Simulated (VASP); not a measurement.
# SrCl2 in VASP: a series of runs

The runs below take SrCl2 through electric field gradients, with LDA.

All numbers are computed with VASP 6.6.1; they aren't measurements. Logs are shortened: lines on timing, memory, paths and dates and some standing lists are left out, and cuts for length are marked.

### 1 The cell of the first run

It takes space group R-3m (No. 166, trigonal). The conventional cell has a = 4.880 Å, b = 4.880 Å, c = 12.316 Å, α = 90.00°, β = 90.00°, γ = 120.00°. Sr (site symmetry -3m) has 8 Cl at 3.00 to 3.08 Å within 3.9 Å. Within 3.9 Å of Cl (site symmetry 3m) lie 4 Sr at 3.00 to 3.08 Å and 6 Cl at 3.49 Å.

### 2 Electric field gradients, LDA (equal xy, yz and zx shear strains of +2 %)

Contents of INCAR:

```
PREC = Accurate
ENCUT = 520
EDIFF = 1E-8
ISMEAR = -1
SIGMA = 0.01
LREAL = False
LASPH = True
NELM = 80
ALGO = Normal
ISIF = 2
LWAVE = False
LCHARG = False
LEFG = True
NBANDS = 19
```

Contents of KPOINTS:

```
Automatic mesh
0
Gamma
  8 8 8
```

Contents of POSCAR:

```
SrCl2
1.0
    0.0697100000      3.5203550000      3.5203550000
    3.5203550000      0.0697100000      3.5203550000
    3.5203550000      3.5203550000      0.0697100000
Sr Cl
1 2
Direct
    0.0000000000      0.0000000000      0.0000000000
    0.2500000000      0.2500000000      0.2500000000
    0.7500000000      0.7500000000      0.7500000000
```

Potentials or basis: VASP PAW LDA potentials, release 64 (Sr_sv, Cl).

Run with:

```
> cat potpaw_LDA.64/Sr_sv/POTCAR potpaw_LDA.64/Cl/POTCAR > POTCAR
> mpirun -np 1 vasp_std > vasp.out
```

OUTCAR:

```text
PREC = Accurate
   ENCUT = 520
   EDIFF = 1E-8
   ISMEAR = -1
   LREAL = False
   LASPH = True
   NELM = 80
   ISIF = 2

 ion  position               nearest neighbor table
   1  0.000  0.000  0.000-   3 3.00   3 3.00   2 3.00   2 3.00   3 3.00   2 3.00   3 3.08   2 3.08

   2  0.250  0.250  0.250-   1 3.00   1 3.00   1 3.00   1 3.08
   3  0.750  0.750  0.750-   1 3.00   1 3.00   1 3.00   1 3.08

  LATTYP: Found a trigonal (rhomboedric) cell.
 ALAT       =     4.9790218051
 COS(alpha) =     0.5197000882

  Lattice vectors:

 A1 = (   0.0697100000,   3.5203550000,   3.5203550000)
 A2 = (   3.5203550000,   0.0697100000,   3.5203550000)
 A3 = (   3.5203550000,   3.5203550000,   0.0697100000)

Analysis of symmetry for initial positions (statically):
=====================================================================
 Subroutine PRICEL returns:
 Original cell was already a primitive cell.

 Routine SETGRP: Setting up the symmetry group for a
 trigonal (rhombohedral) supercell.

 Subroutine GETGRP returns: Found 12 space group operations
 (whereof 12 operations were pure point group operations)
 out of a pool of 12 trial point group operations.

The static configuration has the point symmetry D_3d.

Analysis of symmetry for dynamics (positions and initial velocities):
=====================================================================
 Subroutine PRICEL returns:
 Original cell was already a primitive cell.

 Routine SETGRP: Setting up the symmetry group for a
 trigonal (rhombohedral) supercell.

 Subroutine GETGRP returns: Found 12 space group operations
 (whereof 12 operations were pure point group operations)
 out of a pool of 12 trial point group operations.

The dynamic configuration has the point symmetry D_3d.

 Subroutine INISYM returns: Found 12 space group operations
 (whereof 12 operations are pure point group operations),
 and found     1 'primitive' translations

----------------------------------------------------------------------------------------

                                     Primitive cell

  volume of cell :      84.6634

  direct lattice vectors                    reciprocal lattice vectors
     0.069710000  3.520355000  3.520355000    -0.146321039  0.143479854  0.143479854
     3.520355000  0.069710000  3.520355000     0.143479854 -0.146321039  0.143479854
     3.520355000  3.520355000  0.069710000     0.143479854  0.143479854 -0.146321039

  length of vectors
     4.979021805  4.979021805  4.979021805     0.250165511  0.250165511  0.250165511

  position of ions in fractional coordinates (direct lattice)
     0.000000000  0.000000000  0.000000000
     0.250000000  0.250000000  0.250000000
     0.750000000  0.750000000  0.750000000

  ion indices of the primitive-cell ions
   primitive index   ion index
                 1           1
                 2           2
                 3           3

----------------------------------------------------------------------------------------

 KPOINTS: Automatic mesh

Automatic generation of k-mesh.
 Grid dimensions read from file:
 generate k-points for:    8    8    8

 Generating k-lattice:

  Cartesian coordinates                     Fractional coordinates (reciprocal lattice)
    -0.018290130  0.017934982  0.017934982     0.125000000  0.000000000  0.000000000
     0.017934982 -0.018290130  0.017934982     0.000000000  0.125000000  0.000000000
     0.017934982  0.017934982 -0.018290130     0.000000000  0.000000000  0.125000000

  Length of vectors
     0.031270689  0.031270689  0.031270689

  Shift w.r.t. Gamma in fractional coordinates (k-lattice)
     0.000000000  0.000000000  0.000000000

 Subroutine IBZKPT returns following result:
 ===========================================

 Found     65 irreducible k-points:

 Following reciprocal coordinates:
            Coordinates               Weight
  0.000000  0.000000  0.000000      1.000000
  0.125000 -0.000000 -0.000000      6.000000
  0.250000 -0.000000 -0.000000      6.000000
  0.375000  0.000000 -0.000000      6.000000
  0.500000 -0.000000 -0.000000      3.000000
  0.125000  0.125000 -0.000000      6.000000
[... 16 lines left out ...]
  0.250000  0.125000  0.125000      6.000000
  0.375000  0.125000  0.125000      6.000000
 [... further k-points ...]
   k-points           NKPTS =     65   k-points in BZ     NKDIM =     65   number of bands    NBANDS=     19
   number of dos      NEDOS =    301   number of ions     NIONS =      3
   total plane-waves  NPLWV =  64000
   dimension x,y,z NGX =    40 NGY =   40 NGZ =   40
   dimension x,y,z NGXF=    80 NGYF=   80 NGZF=   80
   ions per type =               1   2
   NGX,Y,Z   is equivalent  to a cutoff of  13.36, 13.36, 13.36 a.u.
   NGXF,Y,Z  is equivalent  to a cutoff of  26.71, 26.71, 26.71 a.u.
 SYSTEM =  unknown system
   PREC   = accura    normal or accurate (medium, high low for compatibility)
   ISTART =      0    job   : 0-new  1-cont  2-samecut
   ICHARG =      2    charge: 1-file 2-atom 10-const
   ISPIN  =      1    spin polarized calculation?
   LNONCOLLINEAR =      F non collinear calculations
   LSORBIT =      F    spin-orbit coupling
   LASPH  =      T    aspherical Exc in radial PAW
   ENCUT  =  520.0 eV  38.22 Ry    6.18 a.u.   9.26  9.26  9.26*2*pi/ulx,y,z
   NELM   =     80;   NELMIN=  2; NELMDL= -5     # of ELM steps
   EDIFF  = 0.1E-07   stopping-criterion for ELM
   LREAL  =      F    real-space projection
   EDIFFG = 0.1E-06   stopping-criterion for IOM
   NSW    =      0    number of steps for IOM
   IBRION =     -1    ionic relax: 0-MD 1-quasi-New 2-CG
   NFREE  =      0    steps in history (QN), initial steepest desc. (CG)
   ISIF   =      2    stress and relaxation
   ISYM   =      2    0-nonsym 1-usesym 2-fastsym
   POTIM  = 0.5000    time-step for ionic-motion
   TEBEG  =    0.0;   TEEND  =   0.0 temperature during run
   PSTRESS=    0.0 pullay stress
   NELECT =      24.0000    total number of electrons
   NUPDOWN=      -1.0000    fix difference up-down
   EMIN   =  10.00;   EMAX   =-10.00  energy-range for DOS
   EFERMI =   0.00;   METHOD = LEGACY
   ISMEAR =    -1;   SIGMA  =   0.01  broadening in eV -4-tet -1-fermi 0-gaus
   EFERMI_NEDOS =   21; number of points for ismear=-14 and -15
   IALGO  =     38    algorithm
   IMIX   =      4    mixing-type and parameters
     AMIX     =   0.40;   BMIX     =  1.00
     AMIX_MAG =   1.60;   BMIX_MAG =  1.00
  volume/ion in A,a.u.               =      28.22       190.45
  Fermi-wavevector in a.u.,A,eV,Ry     =   1.075425  2.032258 15.735656  1.156538
  Thomas-Fermi vector in A             =   2.211281
   LORBIT       =      0    0 simple, 1 ext, 2 COOP (PROOUT), +10 PAW based schemes
   GGA     = CA    functional components
   LHFCALC =     F    Hartree Fock is set to
   AEXX    =    0.0000 exact exchange contribution
   IVDW    =     0    specifies the selected vdW correction
   LEPSILON=     F    determine dielectric tensor
   LRPA    =     F    only Hartree local field effects (RPA)
 non-spin polarized calculation
  energy-cutoff  :      520.00
  volume of cell :       84.66
 maximum number of plane-waves:      2296
 NGX is ok and might be reduce to    40
   NGX = 19   NGY = 19   NGZ = 19

 number of electron      24.0000000 magnetization

 Free energy of the ion-electron system (eV)
  ---------------------------------------------------
  ext. energy  EPLUGINS =         0.00000000
  ---------------------------------------------------
  free energy    TOTEN  =       -14.02560119 eV

  energy without entropy =      -14.02560119  energy(sigma->0) =      -14.02560119

 E-fermi :   0.3086     XC(G=0):  -8.8110

 val. band max:       -0.0234699228   @ k =   0.5000   0.5000  -0.0000
 cond. band min:       4.8738640098   @ k =   0.0000   0.0000   0.0000
 fundamental gap:      4.8973339327
 Fermi energy:         0.3085801999

 k-point     1 :       0.0000    0.0000    0.0000
  band No.  band energies     occupation
      1     -32.7047      2.00000
      2     -14.8114      2.00000
      3     -14.8073      2.00000
      4     -14.8073      2.00000
      5     -13.2664      2.00000
      6     -12.3753      2.00000
[... 11 lines left out ...]
     18       8.8011      0.00000
     19       9.1251      0.00000
[... 485 lines left out ...]
 k-point    24 :       0.3750    0.1250    0.1250
  band No.  band energies     occupation
      1     -32.7022      2.00000
      2     -15.0148      2.00000
      3     -14.8561      2.00000
      4     -14.8174      2.00000
      5     -12.8645      2.00000
      6     -12.5083      2.00000
[... 11 lines left out ...]
     18       8.6621      0.00000
     19       9.4352      0.00000

 [... further k-points ...]
[... 5 lines left out ...]
  --------------------------------------------------------------------------------------
  -------------------------------------------------------------------------------------
  Total       -1.3727318     -1.3727318     -1.3727318     -0.1236027     -0.1236027     -0.1236027
  in kB      -25.9776850    -25.9776850    -25.9776850     -2.3390667     -2.3390667     -2.3390667
  external PRESSURE =     -25.9776850 kB  Pullay stress =       0.0000000 kB

 VOLUME and BASIS-vectors are now :
 -----------------------------------------------------------------------------
  energy-cutoff  :      520.00
  volume of cell :       84.66
      direct lattice vectors                 reciprocal lattice vectors
     0.069710000  3.520355000  3.520355000    -0.146321039  0.143479854  0.143479854
     3.520355000  0.069710000  3.520355000     0.143479854 -0.146321039  0.143479854
     3.520355000  3.520355000  0.069710000     0.143479854  0.143479854 -0.146321039

 POSITION                                       TOTAL-FORCE (eV/Angst)
 -----------------------------------------------------------------------------------
      0.00000      0.00000      0.00000         0.000000     -0.000000      0.000000
      1.77760      1.77760      1.77760        -0.034086     -0.034086     -0.034086
      5.33282      5.33282      5.33281         0.034086      0.034086      0.034086
 -----------------------------------------------------------------------------------
    total drift:                               -0.000000     -0.000000      0.000000

  FREE ENERGIE OF THE ION-ELECTRON SYSTEM (eV)
  ---------------------------------------------------
  free  energy   TOTEN  =       -14.0256011948 eV

  energy  without entropy=      -14.0256011948  energy(sigma->0) =      -14.02560119

 Electric field gradients (V/A^2)
---------------------------------------------------------------------
 ion       V_xx      V_yy      V_zz      V_xy      V_xz      V_yz
---------------------------------------------------------------------
   1       0.000    -0.000     0.000     6.551     6.551     6.551
   2       0.000    -0.000     0.000     0.141     0.141     0.141
   3       0.000    -0.000     0.000     0.141     0.141     0.141
---------------------------------------------------------------------

 Electric field gradients after diagonalization (V/A^2)
 (convention: |V_zz| > |V_xx| > |V_yy|)
----------------------------------------------------------------------
 ion       V_xx      V_yy      V_zz     asymmetry (V_yy - V_xx)/ V_zz
----------------------------------------------------------------------
   1      -6.551    -6.551    13.101       0.000
   2      -0.141    -0.141     0.282       0.000
   3      -0.141    -0.141     0.282       0.000
----------------------------------------------------------------------

           NMR quadrupolar parameters

 Cq : quadrupolar parameter    Cq=e*Q*V_zz/h
 eta: asymmetry parameters     (V_yy - V_xx)/ V_zz
 Q  : nuclear electric quadrupole moment in mb (millibarn)
----------------------------------------------------------------------
 ion       Cq(MHz)       eta       Q (mb)
----------------------------------------------------------------------
   1       0.032       0.000       1.000
   2       0.001       0.000       1.000
   3       0.001       0.000       1.000
----------------------------------------------------------------------
```

Wall time 68 s (1 thread of Intel Xeon Platinum 8488C (Sapphire Rapids), shared host); peak memory 0.25 GiB.

Results:

```yaml
Free_energy: -14.0256 eV
Pressure: -2.6 GPa
Largest_force: 0.059 eV/Å
Band_gap_on_the_k_mesh: 4.90 eV, indirect (least direct gap 5.15 eV)
```

Forces on the atoms (eV/Å):
```
Sr   0.000  0.000  0.000
Cl  -0.034 -0.034 -0.034
Cl   0.034  0.034  0.034
```

Electric field gradients, principal values (V/Å²):
| atom | least | middle | greatest (by size) |
| --- | --- | --- | --- |
| 1 Sr | -6.551 | -6.551 | 13.101 |
| 2 Cl | -0.141 | -0.141 | 0.282 |
| 3 Cl | -0.141 | -0.141 | 0.282 |

Caveat: the cell differs from its parent crystal (equal xy, yz and zx shear strains of +2 %); without QUAD_EFG the Cq values of the log hold for a quadrupole moment of 1 mb, not for the nuclei.

### 3 Electric field gradients, LDA (zz strain of -2 %)

Contents of INCAR:

```
PREC = Accurate ; ENCUT = 520
EDIFF = 1E-8 ; ISMEAR = -1
SIGMA = 0.01 ; LREAL = F
LASPH = T ; NELM = 80
ALGO = Normal ; ISIF = 2
LWAVE = F ; LCHARG = F
LEFG = T ; NBANDS = 19
```

Contents of KPOINTS:

```
regular mesh
0
Gamma
  8 8 8
```

Contents of POSCAR:

```
SrCl2
1.0
    0.0000000000      3.4855000000      3.4157900000
    3.4855000000      0.0000000000      3.4157900000
    3.4855000000      3.4855000000      0.0000000000
Sr Cl
1 2
Direct
    0.0000000000      0.0000000000      0.0000000000
    0.2500000000      0.2500000000      0.2500000000
    0.7500000000      0.7500000000      0.7500000000
```

Potentials or basis: VASP PAW LDA potentials, release 64 (Sr_sv, Cl).

Run with:

```
> cat potpaw_LDA.64/Sr_sv/POTCAR potpaw_LDA.64/Cl/POTCAR > POTCAR
> mpirun -np 1 vasp_std > vasp.out
```

OUTCAR:

```text
PREC = Accurate
   ENCUT = 520
   EDIFF = 1E-8
   ISMEAR = -1
   LREAL = F
   LASPH = T
   NELM = 80
   ISIF = 2

 ion  position               nearest neighbor table
   1  0.000  0.000  0.000-   3 3.00   2 3.00   3 3.00   2 3.00   3 3.00   3 3.00   2 3.00   2 3.00

   2  0.250  0.250  0.250-   1 3.00   1 3.00   1 3.00   1 3.00
   3  0.750  0.750  0.750-   1 3.00   1 3.00   1 3.00   1 3.00

  LATTYP: Found a body centered tetragonal cell.
 ALAT       =     4.9292413717
 C/A-ratio  =     1.3859292911

[... 747 lines left out ...]
  free  energy   TOTEN  =       -14.0494588182 eV

  energy  without entropy=      -14.0494588182  energy(sigma->0) =      -14.04945882

 Electric field gradients (V/A^2)
---------------------------------------------------------------------
 ion       V_xx      V_yy      V_zz      V_xy      V_xz      V_yz
---------------------------------------------------------------------
   1      -1.867    -1.867     3.734    -0.000    -0.000    -0.000
   2       3.166     3.166    -6.332     0.000    -0.001    -0.001
   3       3.166     3.166    -6.332     0.000    -0.001    -0.001
---------------------------------------------------------------------

 Electric field gradients after diagonalization (V/A^2)
 (convention: |V_zz| > |V_xx| > |V_yy|)
----------------------------------------------------------------------
 ion       V_xx      V_yy      V_zz     asymmetry (V_yy - V_xx)/ V_zz
----------------------------------------------------------------------
   1      -1.867    -1.867     3.734       0.000
   2       3.166     3.166    -6.332       0.000
   3       3.166     3.166    -6.332       0.000
----------------------------------------------------------------------

           NMR quadrupolar parameters

 Cq : quadrupolar parameter    Cq=e*Q*V_zz/h
 eta: asymmetry parameters     (V_yy - V_xx)/ V_zz
 Q  : nuclear electric quadrupole moment in mb (millibarn)
----------------------------------------------------------------------
 ion       Cq(MHz)       eta       Q (mb)
----------------------------------------------------------------------
   1       0.009       0.000       1.000
   2      -0.015       0.000       1.000
   3      -0.015       0.000       1.000
----------------------------------------------------------------------
```

Run time: 44 s. Hardware: 1 thread of Intel Xeon Platinum 8559C (Emerald Rapids), shared host; peak memory 0.23 GiB.

What came out:

```
Free energy            : -14.0495 eV
Pressure               : -2.0 GPa
Band gap on the k mesh : 4.87 eV, indirect (least direct gap 5.05 eV)
```

Electric field gradients, principal values (V/Å²):
```
atom   least  middle  greatest (by size)
1 Sr  -1.867  -1.867               3.734
2 Cl   3.166   3.166              -6.332
3 Cl   3.166   3.166              -6.332
```

Caveat: the cell differs from its parent crystal (zz strain of -2 %); without QUAD_EFG the Cq values of the log hold for a quadrupole moment of 1 mb, not for the nuclei.

(Part 1 of 2 ends here.)
